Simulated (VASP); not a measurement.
A run of VASP 6.6.1 is set up as follows.

File INCAR:

```
SYSTEM = PbSe
  ALGO = Normal
  EDIFF = 1E-6
  ENCUT = 500
  GGA = PS
  GGA_COMPAT = .False.
  ISIF = 2
  ISMEAR = 0
  LASPH = .True.
  LCHARG = .False.
  LREAL = .False.
  LWAVE = .False.
  NBANDS = 17
  NELM = 120
  PREC = Accurate
  SIGMA = 0.01
```

File KPOINTS:

```
k-points
0
Gamma
  5 5 5
  0 0 0
```

Contents of POSCAR:

```
PbSe
1.0
    0.0000000000      3.0270658912      3.0270658912
    3.0270658912      0.0000000000      3.0270658912
    3.0270658912      3.0270658912      0.0000000000
Pb Se
1 1
Direct
    0.0000000000      0.0000000000      0.0000000000
    0.5000000000      0.5000000000      0.5000000000
```

Potentials or basis: VASP PAW PBE potentials, release 64 (Pb_d, Se).

Command:

```bash
$ cat potpaw_PBE.64/Pb_d/POTCAR potpaw_PBE.64/Se/POTCAR > POTCAR
$ mpirun -np 1 vasp_std > vasp.out
```

Problem. What does it give for the pressure?

Solution. 1.1 GPa.

Caveat: the PAW data sets were made with another functional, which shifts forces and pressure a little.
